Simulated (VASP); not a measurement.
# K2Os (Fm-3m) in VASP: relaxation of cell and atoms with PBE

Aim: the relaxation of cell and atoms of K2Os with PBE.

All numbers are computed with VASP 6.6.1; they aren't measurements. Logs are shortened: lines on timing, memory, paths and dates and some standing lists are left out, and cuts for length are marked.

### Step 1. The cell of the first run

It takes space group Fm-3m (No. 225, cubic). Conventional cell: a = 7.332 Å, b = 7.332 Å, c = 7.332 Å, α = 90.00°, β = 90.00°, γ = 90.00°. K (site symmetry -43m) has 4 Os at 3.17 Å and 6 K at 3.67 Å within 4.2 Å. Within 4.2 Å of Os (site symmetry m-3m) lie 8 K at 3.17 Å.

The cell was generated, and may not be a known phase.

### Step 2. Relaxation of cell and atoms, PBE

INCAR

```
ALGO = Normal
EDIFF = 1E-7
EDIFFG = -0.04
ENCUT = 560
GGA = PE
GGA_COMPAT = F
IBRION = 2
ISIF = 3
ISMEAR = 0
LASPH = T
LCHARG = F
LREAL = F
LWAVE = F
NELM = 120
NELMIN = 4
NSW = 90
PREC = Accurate
SIGMA = 0.1
```

KPOINTS

```
k-points
0
Gamma
  4 4 4
```

POSCAR

```
K2Os
1.0
    0.0000000000      3.6661239700      3.6661239700
    3.6661239700      0.0000000000      3.6661239700
    3.6661239700      3.6661239700      0.0000000000
K Os
2 1
Direct
    0.2500000000      0.2500000000      0.2500000000
    0.7500000000      0.7500000000      0.7500000000
    0.0000000000      0.0000000000      0.0000000000
```

Potentials or basis: VASP PAW PBE potentials, release 64 (K_sv, Os_sv_GW).

Command:

```console
> cat potpaw_PBE.64/K_sv/POTCAR potpaw_PBE.64/Os_sv_GW/POTCAR > POTCAR
> mpirun -np 1 vasp_std > vasp.out
```

OUTCAR:

```text
EDIFF = 1E-7
   EDIFFG = -0.04
   ENCUT = 560
   GGA = PE
   IBRION = 2
   ISIF = 3
   ISMEAR = 0
   LASPH = T
   LREAL = F
   NELM = 120
   NELMIN = 4
   NSW = 90
   PREC = Accurate

 ion  position               nearest neighbor table
   1  0.250  0.250  0.250-   3 3.17   3 3.17   3 3.17   3 3.17   2 3.67   2 3.67   2 3.67   2 3.67
                             2 3.67   2 3.67
   2  0.750  0.750  0.750-   3 3.17   3 3.17   3 3.17   3 3.17   1 3.67   1 3.67   1 3.67   1 3.67
                             1 3.67   1 3.67
   3  0.000  0.000  0.000-   2 3.17   2 3.17   2 3.17   1 3.17   1 3.17   1 3.17   2 3.17   1 3.17

  LATTYP: Found a face centered cubic cell.
 ALAT       =     7.3322479400

  Lattice vectors:

 A1 = (   0.0000000000,   3.6661239700,   3.6661239700)
 A2 = (   3.6661239700,   0.0000000000,   3.6661239700)
 A3 = (   3.6661239700,   3.6661239700,   0.0000000000)

Analysis of symmetry for initial positions (statically):
=====================================================================
 Subroutine PRICEL returns:
 Original cell was already a primitive cell.

 Routine SETGRP: Setting up the symmetry group for a
 face centered cubic supercell.

 Subroutine GETGRP returns: Found 48 space group operations
 (whereof 48 operations were pure point group operations)
 out of a pool of 48 trial point group operations.

The static configuration has the point symmetry O_h .

Analysis of symmetry for dynamics (positions and initial velocities):
=====================================================================
 Subroutine PRICEL returns:
 Original cell was already a primitive cell.

 Routine SETGRP: Setting up the symmetry group for a
 face centered cubic supercell.

 Subroutine GETGRP returns: Found 48 space group operations
 (whereof 48 operations were pure point group operations)
 out of a pool of 48 trial point group operations.

The dynamic configuration has the point symmetry O_h .

 Subroutine INISYM returns: Found 48 space group operations
 (whereof 48 operations are pure point group operations),
 and found     1 'primitive' translations

----------------------------------------------------------------------------------------

                                     Primitive cell

  volume of cell :      98.5488

  direct lattice vectors                    reciprocal lattice vectors
     0.000000000  3.666123970  3.666123970    -0.136383822  0.136383822  0.136383822
     3.666123970  0.000000000  3.666123970     0.136383822 -0.136383822  0.136383822
     3.666123970  3.666123970  0.000000000     0.136383822  0.136383822 -0.136383822

  length of vectors
     5.184682240  5.184682240  5.184682240     0.236223710  0.236223710  0.236223710

  position of ions in fractional coordinates (direct lattice)
     0.250000000  0.250000000  0.250000000
     0.750000000  0.750000000  0.750000000
     0.000000000  0.000000000  0.000000000

  ion indices of the primitive-cell ions
   primitive index   ion index
                 1           1
                 2           2
                 3           3

----------------------------------------------------------------------------------------

 KPOINTS: k-points

Automatic generation of k-mesh.
 Grid dimensions read from file:
 generate k-points for:    4    4    4

 Generating k-lattice:

  Cartesian coordinates                     Fractional coordinates (reciprocal lattice)
    -0.034095956  0.034095956  0.034095956     0.250000000  0.000000000  0.000000000
     0.034095956 -0.034095956  0.034095956     0.000000000  0.250000000  0.000000000
     0.034095956  0.034095956 -0.034095956     0.000000000  0.000000000  0.250000000

  Length of vectors
     0.059055927  0.059055927  0.059055927

  Shift w.r.t. Gamma in fractional coordinates (k-lattice)
     0.000000000  0.000000000  0.000000000

 Subroutine IBZKPT returns following result:
 ===========================================

 Found      8 irreducible k-points:

 Following reciprocal coordinates:
            Coordinates               Weight
  0.000000  0.000000  0.000000      1.000000
  0.250000  0.000000  0.000000      8.000000
  0.500000  0.000000  0.000000      4.000000
  0.250000  0.250000  0.000000      6.000000
  0.500000  0.250000  0.000000     24.000000
 -0.250000  0.250000  0.000000     12.000000
  0.500000  0.500000  0.000000      3.000000
 -0.250000  0.500000  0.250000      6.000000
   k-points           NKPTS =      8   k-points in BZ     NKDIM =      8   number of bands    NBANDS=     21
   number of dos      NEDOS =    301   number of ions     NIONS =      3
   total plane-waves  NPLWV =  64000
   dimension x,y,z NGX =    40 NGY =   40 NGZ =   40
   dimension x,y,z NGXF=    80 NGYF=   80 NGZF=   80
   ions per type =               2   1
   NGX,Y,Z   is equivalent  to a cutoff of  12.83, 12.83, 12.83 a.u.
   NGXF,Y,Z  is equivalent  to a cutoff of  25.65, 25.65, 25.65 a.u.
 SYSTEM =  unknown system
   PREC   = accura    normal or accurate (medium, high low for compatibility)
   ISTART =      0    job   : 0-new  1-cont  2-samecut
   ICHARG =      2    charge: 1-file 2-atom 10-const
   ISPIN  =      1    spin polarized calculation?
   LNONCOLLINEAR =      F non collinear calculations
   LSORBIT =      F    spin-orbit coupling
   LASPH  =      T    aspherical Exc in radial PAW
   ENCUT  =  560.0 eV  41.16 Ry    6.42 a.u.  10.00 10.00 10.00*2*pi/ulx,y,z
   NELM   =    120;   NELMIN=  4; NELMDL= -5     # of ELM steps
   EDIFF  = 0.1E-06   stopping-criterion for ELM
   LREAL  =      F    real-space projection
   EDIFFG = -.4E-01   stopping-criterion for IOM
   NSW    =     90    number of steps for IOM
   IBRION =      2    ionic relax: 0-MD 1-quasi-New 2-CG
   NFREE  =      1    steps in history (QN), initial steepest desc. (CG)
   ISIF   =      3    stress and relaxation
   ISYM   =      2    0-nonsym 1-usesym 2-fastsym
   POTIM  = 0.5000    time-step for ionic-motion
   TEBEG  =    0.0;   TEEND  =   0.0 temperature during run
   PSTRESS=    0.0 pullay stress
   NELECT =      34.0000    total number of electrons
   NUPDOWN=      -1.0000    fix difference up-down
   EMIN   =  10.00;   EMAX   =-10.00  energy-range for DOS
   EFERMI =   0.00;   METHOD = LEGACY
   ISMEAR =     0;   SIGMA  =   0.10  broadening in eV -4-tet -1-fermi 0-gaus
   EFERMI_NEDOS =   21; number of points for ismear=-14 and -15
   IALGO  =     38    algorithm
   IMIX   =      4    mixing-type and parameters
     AMIX     =   0.40;   BMIX     =  1.00
     AMIX_MAG =   1.60;   BMIX_MAG =  1.00
  volume/ion in A,a.u.               =      32.85       221.68
  Fermi-wavevector in a.u.,A,eV,Ry     =   1.148199  2.169782 17.937403  1.318362
  Thomas-Fermi vector in A             =   2.284876
   LORBIT       =      0    0 simple, 1 ext, 2 COOP (PROOUT), +10 PAW based schemes
   GGA     = PE    functional components
   LHFCALC =     F    Hartree Fock is set to
   AEXX    =    0.0000 exact exchange contribution
   IVDW    =     0    specifies the selected vdW correction
   LEPSILON=     F    determine dielectric tensor
   LRPA    =     F    only Hartree local field effects (RPA)
 conjugate gradient relaxation of ions
 non-spin polarized calculation
 Gauss-broadening in eV      SIGMA  =   0.10
  energy-cutoff  :      560.00
  volume of cell :       98.55
 maximum number of plane-waves:      2996
   NGX = 21   NGY = 21   NGZ = 21

--------------------------------------- Ionic step        1  -------------------------------------------

 number of electron      34.0000000 magnetization

 Free energy of the ion-electron system (eV)
  ---------------------------------------------------
  ext. energy  EPLUGINS =         0.00000000
  ---------------------------------------------------
  free energy    TOTEN  =        -8.20628992 eV

  energy without entropy =       -8.08698264  energy(sigma->0) =       -8.14663628

------------------------ aborting loop because EDIFF is reached ----------------------------------------

  FORCE on cell =-STRESS in cart. coord.  units (eV):
  Direction    XX          YY          ZZ          XY          YZ          ZX
  --------------------------------------------------------------------------------------
  -------------------------------------------------------------------------------------
  Total        2.4920509      2.4920509      2.4920509      0.0000000      0.0000000     -0.0000000
  in kB       40.5150206     40.5150206     40.5150206      0.0000000      0.0000000     -0.0000000
  external PRESSURE =      40.5150206 kB  Pullay stress =       0.0000000 kB

 VOLUME and BASIS-vectors are now :
 -----------------------------------------------------------------------------
  energy-cutoff  :      560.00
  volume of cell :       98.55
      direct lattice vectors                 reciprocal lattice vectors
     0.000000000  3.666123970  3.666123970    -0.136383822  0.136383822  0.136383822
     3.666123970  0.000000000  3.666123970     0.136383822 -0.136383822  0.136383822
     3.666123970  3.666123970  0.000000000     0.136383822  0.136383822 -0.136383822

 POSITION                                       TOTAL-FORCE (eV/Angst)
 -----------------------------------------------------------------------------------
      1.83306      1.83306      1.83306         0.000000      0.000000      0.000000
      5.49919      5.49919      5.49919        -0.000000     -0.000000     -0.000000
      0.00000      0.00000      0.00000         0.000000     -0.000000     -0.000000
 -----------------------------------------------------------------------------------
    total drift:                               -0.000000     -0.000000      0.000000

  FREE ENERGIE OF THE ION-ELECTRON SYSTEM (eV)
  ---------------------------------------------------
  free  energy   TOTEN  =        -8.2062899190 eV
[... 54 lines left out ...]
 VOLUME and BASIS-vectors are now :
 -----------------------------------------------------------------------------
  energy-cutoff  :      560.00
  volume of cell :      123.89
      direct lattice vectors                 reciprocal lattice vectors
    -0.000000000  3.956766939  3.956766939    -0.126365795  0.126365795  0.126365795
     3.956766939  0.000000000  3.956766939     0.126365795 -0.126365795  0.126365795
     3.956766939  3.956766939  0.000000000     0.126365795  0.126365795 -0.126365795

 POSITION                                       TOTAL-FORCE (eV/Angst)
 -----------------------------------------------------------------------------------
      1.97838      1.97838      1.97838        -0.000000     -0.000000     -0.000000
      5.93515      5.93515      5.93515         0.000000      0.000000      0.000000
      0.00000      0.00000      0.00000         0.000000     -0.000000      0.000000
 -----------------------------------------------------------------------------------
    total drift:                               -0.000000     -0.000000      0.000000

  FREE ENERGIE OF THE ION-ELECTRON SYSTEM (eV)
  ---------------------------------------------------
  free  energy   TOTEN  =        -8.4376332608 eV

  energy  without entropy=       -8.3066809447  energy(sigma->0) =       -8.37215710

--------------------------------------- Ionic step        4  -------------------------------------------

 number of electron      33.9999999 magnetization

 Free energy of the ion-electron system (eV)
  ---------------------------------------------------
  ext. energy  EPLUGINS =         0.00000000
  ---------------------------------------------------
  free energy    TOTEN  =        -8.44113007 eV

  energy without entropy =       -8.31115337  energy(sigma->0) =       -8.37614172

 E-fermi :   0.7653     XC(G=0):  -7.4342

 val. band max:        0.7620672053   @ k =   0.5000   0.0000   0.0000
 cond. band min:       0.7745287233   @ k =  -0.2500   0.5000   0.2500
 fundamental gap:      0.0124615179
 Fermi energy:         0.7653294336

 k-point     1 :       0.0000    0.0000    0.0000
  band No.  band energies     occupation
      1     -83.3239      2.00000
      2     -42.7855      2.00000
      3     -42.7855      2.00000
      4     -42.7855      2.00000
      5     -29.6753      2.00000
      6     -29.6328      2.00000
[... 13 lines left out ...]
     20       3.5080      0.00000
     21       3.5080      0.00000

 k-point     2 :       0.2500    0.0000    0.0000
  band No.  band energies     occupation
      1     -83.3238      2.00000
      2     -42.7855      2.00000
      3     -42.7852      2.00000
      4     -42.7852      2.00000
      5     -29.6688      2.00000
      6     -29.6389      2.00000
[... 170 lines left out ...]
 VOLUME and BASIS-vectors are now :
 -----------------------------------------------------------------------------
  energy-cutoff  :      560.00
  volume of cell :      120.94
      direct lattice vectors                 reciprocal lattice vectors
    -0.000000000  3.925066777  3.925066777    -0.127386368  0.127386368  0.127386368
     3.925066777  0.000000000  3.925066777     0.127386368 -0.127386368  0.127386368
     3.925066777  3.925066777  0.000000000     0.127386368  0.127386368 -0.127386368

 POSITION                                       TOTAL-FORCE (eV/Angst)
 -----------------------------------------------------------------------------------
      1.96253      1.96253      1.96253         0.000000     -0.000000      0.000000
      5.88760      5.88760      5.88760        -0.000000     -0.000000     -0.000000
      0.00000      0.00000      0.00000        -0.000000      0.000000     -0.000000
 -----------------------------------------------------------------------------------
    total drift:                               -0.000000     -0.000000      0.000000

  FREE ENERGIE OF THE ION-ELECTRON SYSTEM (eV)
  ---------------------------------------------------
  free  energy   TOTEN  =        -8.4411300663 eV

  energy  without entropy=       -8.3111533702  energy(sigma->0) =       -8.37614172

 reached required accuracy - stopping structural energy minimisation
```

It took 2.7 min on 1 thread of AMD EPYC 7R43 (Zen 3), shared host; peak memory 0.22 GiB.

Results:

| Quantity | Value |
| --- | --- |
| Free energy | -8.4411 eV |
| Relaxed volume | 40.31 Å³/atom |
| Relaxed cell | a = 5.551 Å, b = 5.551 Å, c = 5.551 Å, α = 60.00°, β = 60.00°, γ = 60.00° |
| Space group after relaxing (to 0.1 Å) | Fm-3m (No. 225) |
| Energy gained by relaxing | 78.3 meV/atom |
| Ionic steps | 4 |
| Pressure after relaxing | 0.0 GPa |
| Band gap on the k mesh | zero (bands 17 and 18 overlap by 0.05 eV) |

Step by step:
| step | energy change (eV) | largest force (eV/Å) | pressure (GPa) | volume (Å³) |
| --- | --- | --- | --- | --- |
| 1 | 0.0000 | 0.0000 | 4.05 | 98.55 |
| 2 | -0.1977 | 0.0000 | 1.31 | 110.88 |
| 3 | -0.2313 | 0.0000 | -0.33 | 123.89 |
| 4 | -0.2348 | 0.0000 | -0.04 | 120.94 |

Final structure:
```
CELL_PARAMETERS angstrom
0.00000 3.92507 3.92507
3.92507 0.00000 3.92507
3.92507 3.92507 0.00000
ATOMIC_POSITIONS crystal
K 0.25000 0.25000 0.25000
K 0.75000 0.75000 0.75000
Os 0.00000 0.00000 0.00000
```

Caveat: the k points lie up to 0.35 Å⁻¹ apart in the final cell; the volume moved by over 15 % at a fixed basis, so the end points are rough; spin-orbit coupling is left out, which moves the levels of the heavy elements.
